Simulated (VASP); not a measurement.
# Au (Cmcm) in VASP: a series of runs, part 2 of 2

VASP 6.6.1. The steps go on from the part before.

## Step 3: Relaxation of cell and atoms, PBE

This run uses another cell than the first one: it holds 2 atoms, not 4.

File INCAR:

```
SYSTEM = Au
  PREC = Accurate
  ENCUT = 600
  EDIFF = 1E-7
  ISMEAR = 0
  SIGMA = 0.1
  LREAL = .FALSE.
  LASPH = .TRUE.
  NELM = 100
  ALGO = Normal
  ISIF = 3
  LWAVE = .FALSE.
  LCHARG = .FALSE.
  GGA = PE
  IBRION = 2
  NSW = 100
  EDIFFG = -0.005
```

File KPOINTS:

```
regular mesh
0
G
  16 16 10
  0 0 0
```

File POSCAR:

```
Au
1.0
    1.4113099650     -2.5559330250      0.0000000000
    1.4113099650      2.5559330250      0.0000000000
    0.0000000000      0.0000000000      4.8931696100
Au
2
Direct
    0.6653279700      0.3346720300      0.2500000000
    0.3346720300      0.6653279700      0.7500000000
```

Potentials or basis: VASP PAW PBE potentials, release 64 (Au).

Launch:

```
$ cat potpaw_PBE.64/Au/POTCAR > POTCAR
$ mpirun -np 1 vasp_std > vasp.out
```

OUTCAR:

```text
SYSTEM = Au
   PREC = Accurate
   ENCUT = 600
   EDIFF = 1E-7
   ISMEAR = 0
   LREAL = .FALSE.
   LASPH = .TRUE.
   NELM = 100
   ISIF = 3
   GGA = PE
   IBRION = 2
   NSW = 100
   EDIFFG = -0.005

 ion  position               nearest neighbor table
   1  0.665  0.335  0.250-   2 2.95   2 2.95   2 2.95   2 2.95   2 2.97   2 2.97
   2  0.335  0.665  0.750-   1 2.95   1 2.95   1 2.95   1 2.95   1 2.97   1 2.97

  LATTYP: Found a base centered orthorhombic cell.
 ALAT       =     2.8226199300
 B/A-ratio  =     1.8110359088
 C/A-ratio  =     1.7335559627

  Lattice vectors:

 A1 = (   1.4113099650,  -2.5559330250,   0.0000000000)
 A2 = (   1.4113099650,   2.5559330250,   0.0000000000)
 A3 = (   0.0000000000,   0.0000000000,   4.8931696100)

Analysis of symmetry for initial positions (statically):
=====================================================================
 Subroutine PRICEL returns:
 Original cell was already a primitive cell.

 Routine SETGRP: Setting up the symmetry group for a
 base centered orthorhombic supercell.

 Subroutine GETGRP returns: Found  8 space group operations
 (whereof  4 operations were pure point group operations)
 out of a pool of  8 trial point group operations.

The static configuration has the point symmetry C_2h.
 The point group associated with its full space group is D_2h.

Analysis of symmetry for dynamics (positions and initial velocities):
[... 344 lines left out ...]

 Free energy of the ion-electron system (eV)
  ---------------------------------------------------
  ext. energy  EPLUGINS =         0.00000000
  ---------------------------------------------------
  free energy    TOTEN  =        -6.42593827 eV

  energy without entropy =       -6.42286494  energy(sigma->0) =       -6.42440160

 E-fermi :   8.5755     XC(G=0): -12.3923

 val. band max:        8.5720486520   @ k =   0.5000   0.2500   0.3000
 cond. band min:       8.5861114605   @ k =   0.5000   0.0625   0.3000
 fundamental gap:      0.0140628085
 Fermi energy:         8.5755364928

 k-point     1 :       0.0000    0.0000    0.0000
  band No.  band energies     occupation
      1      -0.7013      2.00000
      2       1.6787      2.00000
      3       4.0067      2.00000
      4       4.0648      2.00000
      5       4.4115      2.00000
      6       4.4955      2.00000
      7       4.7414      2.00000
      8       5.1016      2.00000
      9       5.2817      2.00000
     10       6.4343      2.00000
     11       6.4584      2.00000
     12       7.7172      2.00000
     13      11.0315      0.00000
     14      23.0966      0.00000
[... 401 lines left out ...]
      2       1.7693      2.00000
      3       3.8958      2.00000
      4       4.1519      2.00000
      5       4.4056      2.00000
      6       4.5653      2.00000
      7       4.8066      2.00000
      8       5.0277      2.00000
      9       5.2378      2.00000
     10       6.0214      2.00000
     11       6.4552      2.00000
     12       8.2870      1.99995
     13      11.0308      0.00000
     14      22.9516      0.00000
     15      24.4452      0.00000

 [... further k-points ...]

------------------------ aborting loop because EDIFF is reached ----------------------------------------

  FORCE on cell =-STRESS in cart. coord.  units (eV):
  Direction    XX          YY          ZZ          XY          YZ          ZX
  --------------------------------------------------------------------------------------
  -------------------------------------------------------------------------------------
  Total       -0.0041823      0.0083032      0.0060882      0.0000000      0.0000000      0.0000000
  in kB       -0.1862195      0.3697017      0.2710811      0.0000000      0.0000000      0.0000000
  external PRESSURE =       0.1515211 kB  Pullay stress =       0.0000000 kB
[... 17 lines left out ...]
  FREE ENERGIE OF THE ION-ELECTRON SYSTEM (eV)
  ---------------------------------------------------
  free  energy   TOTEN  =        -6.4259382676 eV

  energy  without entropy=       -6.4228649384  energy(sigma->0) =       -6.42440160

 reached required accuracy - stopping structural energy minimisation
```

CONTCAR:

```text
Au
   1.00000000000000
     1.4335568525466971   -2.5678111755834698    0.0000000000000001
     1.4335568525466971    2.5678111755834698   -0.0000000000000001
     0.0000000000000000    0.0000000000000001    4.8875944361445809
  Au
     2
Direct
     0.6633838766204415    0.3366161233795584    0.2500000000000000
     0.3366161233795584    0.6633838766204415    0.7500000000000000

  0.00000000E+00  0.00000000E+00  0.00000000E+00
  0.00000000E+00  0.00000000E+00  0.00000000E+00
```

Run time: 38 min. Hardware: 1 thread of AMD EPYC 7R43 (Zen 3), shared host; peak memory 0.33 GiB.

What came out:

| Quantity | Value |
| --- | --- |
| Free energy | -6.4259 eV |
| Relaxed volume | 17.99 Å³/atom |
| Relaxed cell | a = 2.941 Å, b = 2.941 Å, c = 4.888 Å, α = 90.00°, β = 90.00°, γ = 121.65° |
| Space group after relaxing (to 0.05 Å) | Cmcm (No. 63) |
| Energy gained by relaxing | 4.1 meV/atom |
| Ionic steps | 17 |
| Pressure after relaxing | 0.0 GPa |
| Band gap on the k mesh | zero (band 11 reaches 12.41 eV, above the bottom of band 12 at 6.08 eV) |

The path:
```tsv
step	energy change (eV)	largest force (eV/Å)	pressure (GPa)	volume (Å³)
1	0.0000	0.0151	2.99	35.30
2	0.0034	0.0050	-3.52	37.01
3	-0.0075	0.0095	-0.16	36.05
4	-0.0081	0.0088	-0.05	36.01
5	-0.0082	0.0079	0.07	35.97
6	-0.0082	0.0079	0.07	35.97
7	-0.0082	0.0071	-0.09	36.01
8	-0.0082	0.0074	-0.02	36.00
9	-0.0082	0.0069	-0.02	35.99
10	-0.0083	0.0051	0.00	35.99
11	-0.0083	0.0014	0.05	35.97
12	-0.0083	0.0030	0.03	35.98
13	-0.0083	0.0026	-0.01	35.99
14	-0.0083	0.0020	-0.05	36.00
15	-0.0083	0.0017	-0.04	36.00
16	-0.0083	0.0008	-0.03	35.99
17	-0.0083	0.0012	0.02	35.98
```

Final structure:
```yaml
crystal:
  lattice:
    - [1.43356, -2.56781, 0.00000]
    - [1.43356, 2.56781, 0.00000]
    - [0.00000, 0.00000, 4.88759]
  atoms:
    - { symbol: Au, position: [0.66338, 0.33662, 0.25000] }
    - { symbol: Au, position: [0.33662, 0.66338, 0.75000] }
```

Levels at points of the mesh, in eV from the Fermi level:
```tsv
k point	band 8	band 9	band 10	band 11	band 12	band 13	band 14	band 15
(0.00, 0.00, 0.00)	-3.47	-3.29	-2.14	-2.12	-0.86	2.46	14.52	15.71
(0.50, 0.00, 0.00)	-1.94	-1.83	-1.68	0.43	1.60	5.72	7.15	7.16
(0.50, 0.50, 0.00)	-1.91	-1.89	-1.71	0.28	1.21	5.51	6.73	7.08
(0.00, 0.00, 0.50)	-4.15	-2.61	-2.61	-2.49	-2.49	10.33	10.33	14.85
(0.50, 0.00, 0.50)	-2.35	-1.73	-1.73	0.70	0.70	3.83	3.83	13.00
(0.50, 0.50, 0.50)	-2.26	-1.79	-1.79	0.37	0.37	3.47	3.47	12.75
```

Caveat: spin-orbit coupling is left out, which moves the levels of the heavy elements.
